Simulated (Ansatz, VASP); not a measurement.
## Si2W: VASP beside Ansatz

```
CELL_PARAMETERS angstrom
-1.60690 1.60690 3.91495
1.60690 -1.60690 3.91495
1.60690 1.60690 -3.91495
ATOMIC_POSITIONS crystal
Si 0.33470 0.33470 0.00000
Si 0.66530 0.66530 0.00000
W 0.00000 0.00000 0.00000
```

Alike in both runs: task single point; functional PBE; k mesh 18 × 18 × 18; occupations gaussian, width 0.1 eV; no spin polarisation.

```csv
,VASP,Ansatz
version,VASP 6.6.1,Ansatz 0.2.0
potentials or method,"VASP PAW PBE potentials, release 64 (Si, W_sv), cutoff 520 eV","scalar-relativistic, plane waves, PAW"
valence electrons in the cell,22,22
```

|  | VASP | Ansatz | Ansatz less VASP |
| --- | --- | --- | --- |
| gap on the k mesh at the Fermi level (eV) | none | none | - |
| pressure (GPa) | 3.3 | 3.3 | -0.07 |
| traceless stress, the component that is largest in VASP (GPa) | 0.24 | 0.30 | +0.064 |
| rms of the force components (eV/Å) | 0.030 | 0.028 | -0.0013 |

Atom by atom the forces differ by 0.001 eV/Å (rms over components). A gap of «none» marks a metal or a gap that the smearing closes.

Neither program's run includes spin-orbit coupling.
